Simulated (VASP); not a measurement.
# Ge in VASP: further runs

Ge is run at these levels: PBEsol; tasks: single point.

Everything below comes from runs of VASP 6.6.1. Logs are shortened: lines on timing, memory, paths and dates and some standing lists are left out, and cuts for length are marked.

**1. The cell of the first run**

The cell holds a slab with vacuum, 10 atoms: a = 3.997 Å, b = 3.997 Å, c = 29.023 Å, α = 90.00°, β = 90.00°, γ = 120.00°.

**2. Single point, PBEsol (atoms taken out)**

INCAR

```
SYSTEM = Ge
PREC = Accurate ; ENCUT = 520
EDIFF = 1E-7 ; ISMEAR = 0
SIGMA = 0.1 ; LREAL = .False.
LASPH = .True. ; NELM = 60
ALGO = Fast ; ISIF = 2
LWAVE = .False. ; LCHARG = .False.
LDIPOL = .True. ; IDIPOL = 3
DIPOL = 0.5 0.5 0.500 ; GGA = PS
NBANDS = 81
```

KPOINTS

```
Automatic mesh
0
Gamma
  9 9 1
  0 0 0
```

POSCAR

```
Ge
1.0
    3.9969678637      0.0000000000      0.0000000000
   -1.9984839318      3.4614757080      0.0000000000
    0.0000000000      0.0000000000     29.0227094314
Ge
10
Direct
    0.3333333333      0.6666666667      0.2584183264
    0.6666666667      0.3333333333      0.2870159030
    0.6666666667      0.3333333333      0.3720597691
    0.3333333333      0.6666666667      0.4006573456
    0.3333333333      0.6666666667      0.4857012117
    0.6666666667      0.3333333333      0.5142987883
    0.6666666667      0.3333333333      0.5993426544
    0.3333333333      0.6666666667      0.6279402309
    0.3333333333      0.6666666667      0.7129840970
    0.6666666667      0.3333333333      0.7415816736
```

Potentials or basis: VASP PAW PBE potentials, release 64 (Ge_d).

Launch:

```sh
> cat potpaw_PBE.64/Ge_d/POTCAR > POTCAR
> mpirun -np 1 vasp_std > vasp.out
```

OUTCAR:

```text
SYSTEM = Ge
   PREC = Accurate
   ENCUT = 520
   EDIFF = 1E-7
   ISMEAR = 0
   LREAL = .False.
   LASPH = .True.
   NELM = 60
   ISIF = 2
   GGA = PS

 ion  position               nearest neighbor table
   1  0.333  0.667  0.258-   2 2.45   2 2.45   2 2.45
   2  0.667  0.333  0.287-   1 2.45   1 2.45   1 2.45   3 2.47
   3  0.667  0.333  0.372-   4 2.45   4 2.45   4 2.45   2 2.47
   4  0.333  0.667  0.401-   3 2.45   3 2.45   3 2.45   5 2.47
   5  0.333  0.667  0.486-   6 2.45   6 2.45   6 2.45   4 2.47
   6  0.667  0.333  0.514-   5 2.45   5 2.45   5 2.45   7 2.47
   7  0.667  0.333  0.599-   8 2.45   8 2.45   8 2.45   6 2.47
   8  0.333  0.667  0.628-   7 2.45   7 2.45   7 2.45   9 2.47
   9  0.333  0.667  0.713-  10 2.45  10 2.45  10 2.45   8 2.47
  10  0.667  0.333  0.742-   9 2.45   9 2.45   9 2.45

  LATTYP: Found a hexagonal cell.
 ALAT       =     3.9969678637
 C/A-ratio  =     7.2611815809

  Lattice vectors:

 A1 = (   3.9969678637,   0.0000000000,   0.0000000000)
 A2 = (  -1.9984839318,   3.4614757080,   0.0000000000)
 A3 = (   0.0000000000,   0.0000000000,  29.0227094314)

Analysis of symmetry for initial positions (statically):
=====================================================================
 Subroutine PRICEL returns:
 Original cell was already a primitive cell.

 Routine SETGRP: Setting up the symmetry group for a
 hexagonal supercell.

 Subroutine GETGRP returns: Found 12 space group operations
 (whereof 12 operations were pure point group operations)
 out of a pool of 24 trial point group operations.

The static configuration has the point symmetry D_3d.

Analysis of symmetry for dynamics (positions and initial velocities):
=====================================================================
 Subroutine PRICEL returns:
 Original cell was already a primitive cell.

 Routine SETGRP: Setting up the symmetry group for a
 hexagonal supercell.

 Subroutine GETGRP returns: Found 12 space group operations
 (whereof 12 operations were pure point group operations)
 out of a pool of 24 trial point group operations.

The dynamic configuration has the point symmetry D_3d.

 Subroutine INISYM returns: Found 12 space group operations
 (whereof 12 operations are pure point group operations),
 and found     1 'primitive' translations

[... 113 lines left out ...]
   EFERMI_NEDOS =   21; number of points for ismear=-14 and -15
   IALGO  =     68    algorithm
   IMIX   =      4    mixing-type and parameters
     AMIX     =   0.40;   BMIX     =  1.00
     AMIX_MAG =   1.60;   BMIX_MAG =  1.00
  volume/ion in A,a.u.               =      40.15       270.97
  Fermi-wavevector in a.u.,A,eV,Ry     =   1.152235  2.177407 18.063698  1.327644
  Thomas-Fermi vector in A             =   2.288887
   LORBIT       =      0    0 simple, 1 ext, 2 COOP (PROOUT), +10 PAW based schemes
   GGA     = PS    functional components
   LHFCALC =     F    Hartree Fock is set to
   AEXX    =    0.0000 exact exchange contribution
   IVDW    =     0    specifies the selected vdW correction
   LEPSILON=     F    determine dielectric tensor
   LRPA    =     F    only Hartree local field effects (RPA)
 non-spin polarized calculation
 RMM-DIIS sequential band-by-band and
 Gauss-broadening in eV      SIGMA  =   0.10
  energy-cutoff  :      520.00
  volume of cell :      401.54
 maximum number of plane-waves:     10865
 NGX is ok and might be reduce to    30
   NGX = 15   NGY = 15   NGZ =107

 dipolmoment           0.000000      0.000000     -0.000000 electrons x Angstroem

 number of electron     140.0000078 magnetization

 dipolmoment           0.000000      0.000000      0.000000 electrons x Angstroem

 Free energy of the ion-electron system (eV)
  ---------------------------------------------------
  ext. energy  EPLUGINS =         0.00000000
  ---------------------------------------------------
  free energy    TOTEN  =       -47.02539202 eV

  energy without entropy =      -46.98520292  energy(sigma->0) =      -47.00529747

 E-fermi :   0.4621     XC(G=0):  -6.2009

 val. band max:        0.4536354656   @ k =   0.2222   0.2222   0.0000
 cond. band min:       0.4734187146   @ k =   0.2222   0.2222   0.0000
 fundamental gap:      0.0197832489
 Fermi energy:         0.4621278436

 k-point     1 :       0.0000    0.0000    0.0000
  band No.  band energies     occupation
      1     -24.2006      2.00000
      2     -24.2006      2.00000
      3     -24.1427      2.00000
      4     -24.1367      2.00000
      5     -24.1367      2.00000
      6     -24.1332      2.00000
[... 997 lines left out ...]
     80       6.0627      0.00000
     81       6.2781      0.00000

------------------------ aborting loop because EDIFF is reached ----------------------------------------

 vacuum level on the upper side and lower side of the slab       (xc-potential included)        -0.115        -0.115

  FORCE on cell =-STRESS in cart. coord.  units (eV):
  Direction    XX          YY          ZZ          XY          YZ          ZX
  --------------------------------------------------------------------------------------
  -------------------------------------------------------------------------------------
  Total       -0.0245327     -0.0245327      1.0298172     -0.0000000      0.0000000      0.0000000
  in kB       -0.0978871     -0.0978871      4.1090442     -0.0000000      0.0000000      0.0000000
  external PRESSURE =       1.3044233 kB  Pullay stress =       0.0000000 kB

 VOLUME and BASIS-vectors are now :
 -----------------------------------------------------------------------------
  energy-cutoff  :      520.00
  volume of cell :      401.54
      direct lattice vectors                 reciprocal lattice vectors
     3.996967864  0.000000000  0.000000000     0.250189652  0.144447063  0.000000000
    -1.998483932  3.461475708  0.000000000     0.000000000  0.288894126  0.000000000
     0.000000000  0.000000000 29.022709431     0.000000000  0.000000000  0.034455777

 POSITION                                       TOTAL-FORCE (eV/Angst)
 -----------------------------------------------------------------------------------
     -0.00000      2.30765      7.50000        -0.000000      0.000000      0.040442
      1.99848      1.15383      8.32998         0.000000     -0.000000     -0.216532
      1.99848      1.15383     10.79818        -0.000000      0.000000      0.087358
     -0.00000      2.30765     11.62816        -0.000000     -0.000000      0.072193
     -0.00000      2.30765     14.09637        -0.000000      0.000000     -0.124767
      1.99848      1.15383     14.92634        -0.000000      0.000000      0.124767
      1.99848      1.15383     17.39455         0.000000      0.000000     -0.072193
     -0.00000      2.30765     18.22453         0.000000      0.000000     -0.087358
     -0.00000      2.30765     20.69273         0.000000      0.000000      0.216532
      1.99848      1.15383     21.52271         0.000000      0.000000     -0.040442
 -----------------------------------------------------------------------------------
    total drift:                               -0.000000      0.000000      0.000000

  FREE ENERGIE OF THE ION-ELECTRON SYSTEM (eV)
  ---------------------------------------------------
  free  energy   TOTEN  =       -47.0253920161 eV

  energy  without entropy=      -46.9852029211  energy(sigma->0) =      -47.00529747

 vacuum level on the upper side and lower side of the slab         5.133         5.133
```

OSZICAR:

```text
N       E                     dE             d eps       ncg     rms          rms(c)
DAV:   1     0.182653438574E+04    0.18265E+04   -0.69206E+04  2393   0.389E+03
DAV:   2     0.319997827377E+03   -0.15065E+04   -0.14618E+04  2024   0.110E+03
DAV:   3    -0.122038277731E+02   -0.33220E+03   -0.32331E+03  2373   0.264E+02
[... 15 lines left out ...]
RMM:  19    -0.470253819839E+02   -0.24961E-04   -0.22510E-06  1682   0.287E-03    0.461E-04
RMM:  20    -0.470253899073E+02   -0.79234E-05   -0.83118E-07  1562   0.341E-03    0.263E-04
RMM:  21    -0.470253913906E+02   -0.14833E-05   -0.16208E-07  1468   0.165E-03    0.152E-04
RMM:  22    -0.470253919581E+02   -0.56745E-06   -0.34068E-08  1402   0.152E-03    0.916E-05
RMM:  23    -0.470253920161E+02   -0.58029E-07   -0.16309E-07  1369   0.146E-03
   1 F= -.47025392E+02 E0= -.47005297E+02  d E =-.401891E-01
```

stdout:

```text
POSCAR found type information on POSCAR Ge
 POSCAR found :  1 types and      10 ions
[... 22 lines left out ...]
 num prob  num prob  num prob  num prob  num prob  num prob  num prob  num prob  num prob  num prob  num prob  num prob  num prob  num prob  num prob  num prob  num prob  num prob  num prob  num prob  num prob  num prob  num prob  num prob  num prob  num prob  num prob  num prob  num prob  num prob  num prob  num prob  num prob  num prob  num prob  num prob  num prob  num prob RMM:  22    -0.470253919581E+02   -0.56745E-06   -0.34068E-08  1402   0.152E-03    0.916E-05
 num prob  num prob  num prob  num prob  num prob  num prob  num prob  num prob  num prob  num prob  num prob  num prob  num prob  num prob  num prob  num prob  num prob  num prob  num prob WARNING in EDDRMM: call to ZHEGV failed, returncode =   8  4     60
 num prob  num prob RMM:  23    -0.470253920161E+02   -0.58029E-07   -0.16309E-07  1369   0.146E-03
```

It took 18 min on 1 thread of Oxide Virtual Turin-like, shared host; peak memory 0.56 GiB.

What came out:

- Free energy: -47.0254 eV
- Largest force: 0.217 eV/Å
- Band gap on the k mesh: zero (bands 70 and 71 overlap by 0.58 eV)

Forces on the atoms (eV/Å):
```
Ge   0.000  0.000  0.040
Ge   0.000  0.000 -0.217
Ge   0.000  0.000  0.087
Ge   0.000  0.000  0.072
Ge   0.000  0.000 -0.125
Ge   0.000  0.000  0.125
Ge   0.000  0.000 -0.072
Ge   0.000  0.000 -0.087
Ge   0.000  0.000  0.217
Ge   0.000  0.000 -0.040
```

Levels at points of the mesh, in eV from the Fermi level:
```
           k point  band 66  band 67  band 68  band 69  band 70  band 71  band 72  band 73  band 74  band 75
(0.00, 0.00, 0.00)    -0.34     0.15     0.15     0.22     0.36     0.36     0.57     0.92     1.11     1.53
```

Caveat: the cell differs from its parent crystal (atoms taken out); the PAW data sets were made with another functional, which shifts forces and pressure a little.

**3. Single point, PBEsol**

This run uses another cell than the first one.

INCAR

```
SYSTEM = Ge
  PREC = Accurate
  ENCUT = 520
  EDIFF = 1E-6
  ISMEAR = 0
  SIGMA = 0.1
  LREAL = .False.
  LASPH = .True.
  NELM = 100
  ALGO = Fast
  ISIF = 2
  LWAVE = .False.
  LCHARG = .False.
  LDIPOL = .True.
  IDIPOL = 3
  DIPOL = 0.5 0.5 0.500
  GGA = PS
  NBANDS = 81
```

KPOINTS

```
regular mesh
0
Gamma
  9 9 1
  0 0 0
```

POSCAR

```
Ge
1.0
    3.9969678635      0.0000000000      0.0000000000
   -1.9984839317      3.4614757079      0.0000000000
    0.0000000000      0.0000000000     36.0227094328
Ge
10
Direct
    0.6666666667      0.3333333333      0.3053629273
    0.3333333333      0.6666666667      0.3284033695
    0.3333333333      0.6666666667      0.3969213531
    0.6666666667      0.3333333333      0.4199617953
    0.6666666667      0.3333333333      0.4884797789
    0.3333333333      0.6666666667      0.5115202211
    0.3333333333      0.6666666667      0.5800382047
    0.6666666667      0.3333333333      0.6030786469
    0.6666666667      0.3333333333      0.6715966305
    0.3333333333      0.6666666667      0.6946370727
```

Potentials or basis: VASP PAW PBE potentials, release 64 (Ge_d).

Launch:

```sh
> cat potpaw_PBE.64/Ge_d/POTCAR > POTCAR
> mpirun -np 1 vasp_std > vasp.out
```

OUTCAR:

```text
SYSTEM = Ge
   PREC = Accurate
   ENCUT = 520
   EDIFF = 1E-6
   ISMEAR = 0
   LREAL = .False.
   LASPH = .True.
   NELM = 100
   ISIF = 2
   GGA = PS

 ion  position               nearest neighbor table
   1  0.667  0.333  0.305-   2 2.45   2 2.45   2 2.45
   2  0.333  0.667  0.328-   1 2.45   1 2.45   1 2.45   3 2.47
   3  0.333  0.667  0.397-   4 2.45   4 2.45   4 2.45   2 2.47
   4  0.667  0.333  0.420-   3 2.45   3 2.45   3 2.45   5 2.47
   5  0.667  0.333  0.488-   6 2.45   6 2.45   6 2.45   4 2.47
   6  0.333  0.667  0.512-   5 2.45   5 2.45   5 2.45   7 2.47
   7  0.333  0.667  0.580-   8 2.45   8 2.45   8 2.45   6 2.47
   8  0.667  0.333  0.603-   7 2.45   7 2.45   7 2.45   9 2.47
   9  0.667  0.333  0.672-  10 2.45  10 2.45  10 2.45   8 2.47
  10  0.333  0.667  0.695-   9 2.45   9 2.45   9 2.45

  LATTYP: Found a hexagonal cell.
 ALAT       =     3.9969678635
 C/A-ratio  =     9.0125091477

  Lattice vectors:

 A1 = (   3.9969678635,   0.0000000000,   0.0000000000)
 A2 = (  -1.9984839317,   3.4614757079,   0.0000000000)
 A3 = (   0.0000000000,   0.0000000000,  36.0227094328)

Analysis of symmetry for initial positions (statically):
=====================================================================
 Subroutine PRICEL returns:
 Original cell was already a primitive cell.

 Routine SETGRP: Setting up the symmetry group for a
 hexagonal supercell.

 Subroutine GETGRP returns: Found 12 space group operations
 (whereof 12 operations were pure point group operations)
 out of a pool of 24 trial point group operations.

The static configuration has the point symmetry D_3d.

Analysis of symmetry for dynamics (positions and initial velocities):
=====================================================================
 Subroutine PRICEL returns:
 Original cell was already a primitive cell.
[... 143 lines left out ...]
 RMM-DIIS sequential band-by-band and
 Gauss-broadening in eV      SIGMA  =   0.10
  energy-cutoff  :      520.00
  volume of cell :      498.39
 maximum number of plane-waves:     13543
 NGX is ok and might be reduce to    30
   NGX = 15   NGY = 15   NGZ =133

 dipolmoment           0.000000      0.000000     -0.000000 electrons x Angstroem

 number of electron     140.0000114 magnetization

 dipolmoment           0.000000      0.000000      0.000000 electrons x Angstroem

 Free energy of the ion-electron system (eV)
  ---------------------------------------------------
  ext. energy  EPLUGINS =         0.00000000
  ---------------------------------------------------
  free energy    TOTEN  =       -47.02382276 eV

  energy without entropy =      -46.98363359  energy(sigma->0) =      -47.00372818

 E-fermi :  -0.5535     XC(G=0):  -5.0107

 val. band max:       -0.5619759892   @ k =   0.2222   0.2222   0.0000
 cond. band min:      -0.5421942254   @ k =   0.2222   0.2222   0.0000
 fundamental gap:      0.0197817638
 Fermi energy:        -0.5534825866

 k-point     1 :       0.0000    0.0000    0.0000
  band No.  band energies     occupation
      1     -25.2162      2.00000
      2     -25.2162      2.00000
      3     -25.1583      2.00000
      4     -25.1523      2.00000
      5     -25.1523      2.00000
      6     -25.1488      2.00000
[... 997 lines left out ...]
     80       5.1602      0.00000
     81       5.3965      0.00000

------------------------ aborting loop because EDIFF is reached ----------------------------------------

 vacuum level on the upper side and lower side of the slab       (xc-potential included)        -0.042        -0.042

  FORCE on cell =-STRESS in cart. coord.  units (eV):
  Direction    XX          YY          ZZ          XY          YZ          ZX
  --------------------------------------------------------------------------------------
  -------------------------------------------------------------------------------------
  Total       -0.0217407     -0.0217407      1.0279180     -0.0000000      0.0000000     -0.0000000
  in kB       -0.0698902     -0.0698902      3.3044617     -0.0000000      0.0000000     -0.0000000
  external PRESSURE =       1.0548938 kB  Pullay stress =       0.0000000 kB

 VOLUME and BASIS-vectors are now :
 -----------------------------------------------------------------------------
  energy-cutoff  :      520.00
  volume of cell :      498.39
      direct lattice vectors                 reciprocal lattice vectors
     3.996967864  0.000000000  0.000000000     0.250189652  0.144447063  0.000000000
    -1.998483932  3.461475708  0.000000000     0.000000000  0.288894126  0.000000000
     0.000000000  0.000000000 36.022709433     0.000000000  0.000000000  0.027760266

 POSITION                                       TOTAL-FORCE (eV/Angst)
 -----------------------------------------------------------------------------------
      1.99848      1.15383     11.00000        -0.000000      0.000000      0.040595
     -0.00000      2.30765     11.82998        -0.000000      0.000000     -0.213222
     -0.00000      2.30765     14.29818         0.000000     -0.000000      0.092544
      1.99848      1.15383     15.12816        -0.000000      0.000000      0.068732
      1.99848      1.15383     17.59637         0.000000      0.000000     -0.125161
     -0.00000      2.30765     18.42634        -0.000000      0.000000      0.125161
     -0.00000      2.30765     20.89455        -0.000000      0.000000     -0.068732
      1.99848      1.15383     21.72453        -0.000000      0.000000     -0.092544
      1.99848      1.15383     24.19273         0.000000     -0.000000      0.213222
     -0.00000      2.30765     25.02271         0.000000      0.000000     -0.040595
 -----------------------------------------------------------------------------------
    total drift:                               -0.000000      0.000000      0.000000

  FREE ENERGIE OF THE ION-ELECTRON SYSTEM (eV)
  ---------------------------------------------------
  free  energy   TOTEN  =       -47.0238227645 eV

  energy  without entropy=      -46.9836335876  energy(sigma->0) =      -47.00372818

 vacuum level on the upper side and lower side of the slab         4.119         4.119
```

OSZICAR:

```text
N       E                     dE             d eps       ncg     rms          rms(c)
DAV:   1     0.169979639525E+04    0.16998E+04   -0.70547E+04  2424   0.349E+03
DAV:   2     0.283609709916E+03   -0.14162E+04   -0.13790E+04  2208   0.963E+02
DAV:   3    -0.193022402451E+02   -0.30291E+03   -0.29662E+03  2556   0.250E+02
[... 14 lines left out ...]
RMM:  18    -0.470237886718E+02   -0.36969E-04   -0.15401E-06  1495   0.587E-03    0.780E-04
RMM:  19    -0.470238127519E+02   -0.24080E-04   -0.13265E-06  1488   0.414E-03    0.461E-04
RMM:  20    -0.470238184577E+02   -0.57058E-05   -0.57646E-07  1442   0.355E-03    0.170E-04
RMM:  21    -0.470238222692E+02   -0.38115E-05   -0.56279E-07  1420   0.304E-03    0.104E-04
RMM:  22    -0.470238227645E+02   -0.49525E-06   -0.21219E-07  1271   0.252E-03
   1 F= -.47023823E+02 E0= -.47003728E+02  d E =-.401892E-01
```

stdout:

```text
POSCAR found type information on POSCAR Ge
 POSCAR found :  1 types and      10 ions
 scaLAPACK will be used
 -----------------------------------------------------------------------------
|                                                                             |
|                                                                             |
|     You enforced a specific xc type in the INCAR file but a different       |
|     I HOPE YOU KNOW WHAT YOU ARE DOING!                                     |
|                                                                             |
 -----------------------------------------------------------------------------

 LDA part: xc-table for (Slater+PW92), standard interpolation
 POSCAR, INCAR and KPOINTS ok, starting setup
 FFT: planning ... GRIDC
 FFT: planning ... GRID_SOFT
 FFT: planning ... GRID
 WAVECAR not read
 entering main loop
WARNING in EDDRMM: call to ZHEGV failed, returncode =   6  3     69
WARNING in EDDRMM: call to ZHEGV failed, returncode =   6  3     60
WARNING in EDDRMM: call to ZHEGV failed, returncode =   6  3     60
```

Wall time 27 min (1 thread of Oxide Virtual Turin-like, shared host); peak memory 0.67 GiB.

What came out:

```
Free energy            : -47.0238 eV
Largest force          : 0.213 eV/Å
Band gap on the k mesh : zero (bands 70 and 71 overlap by 0.58 eV)
```

Forces on the atoms (eV/Å):
```
Ge   0.000  0.000  0.041
Ge   0.000  0.000 -0.213
Ge   0.000  0.000  0.093
Ge   0.000  0.000  0.069
Ge   0.000  0.000 -0.125
Ge   0.000  0.000  0.125
Ge   0.000  0.000 -0.069
Ge   0.000  0.000 -0.093
Ge   0.000  0.000  0.213
Ge   0.000  0.000 -0.041
```

Levels at points of the mesh, in eV from the Fermi level:
```
           k point  band 67  band 68  band 69  band 70  band 71  band 72  band 73  band 74
(0.00, 0.00, 0.00)     0.15     0.15     0.22     0.36     0.36     0.57     0.92     1.11
```

Caveat: the PAW data sets were made with another functional, which shifts forces and pressure a little.
